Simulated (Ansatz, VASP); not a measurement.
**One calculation of Be2ZnTe2O, two programs**

```xyz
6
Lattice="-2.4780 2.4780 5.2261 2.4780 -2.4780 5.2261 2.4780 2.4780 -5.2261" Properties=species:S:1:pos:R:3 pbc="T T T"
Be    0.0000    2.4780    2.6131
Be    2.4780    0.0000    2.6131
Zn    0.0000    0.0000    5.2261
Te    0.0000    0.0000    2.0613
Te    0.0000    0.0000    8.3910
O     0.0000    0.0000    0.0000
```

Alike in both runs: functional PBE; k mesh 10 × 10 × 10; occupations gaussian, width 0.1 eV; no spin polarisation.

Ansatz relaxed the structure, and its values are those at the end. VASP's run is a single point on that final structure, the one shown.

|  | VASP | Ansatz |
| --- | --- | --- |
| version | VASP 6.6.1 | Ansatz 0.2.0 |
| potentials or method | VASP PAW PBE potentials, release 64 (Be, Zn, Te, O), cutoff 520 eV | scalar-relativistic, plane waves, PAW |
| valence electrons in the cell | 34 | 54 |

```csv
,VASP,Ansatz,Ansatz less VASP
gap on the k mesh at the Fermi level (eV),none,none,-
pressure (GPa),0.0,0.0,+0.01
rms of the force components (eV/Å),0.010,0.000,-0.0103
```

A gap of «none» marks a metal or a gap that the smearing closes. VASP's potentials hold 34 valence electrons a cell and Ansatz's 54, so a difference there can come from the potentials and not from the codes.

Neither program's run includes spin-orbit coupling.
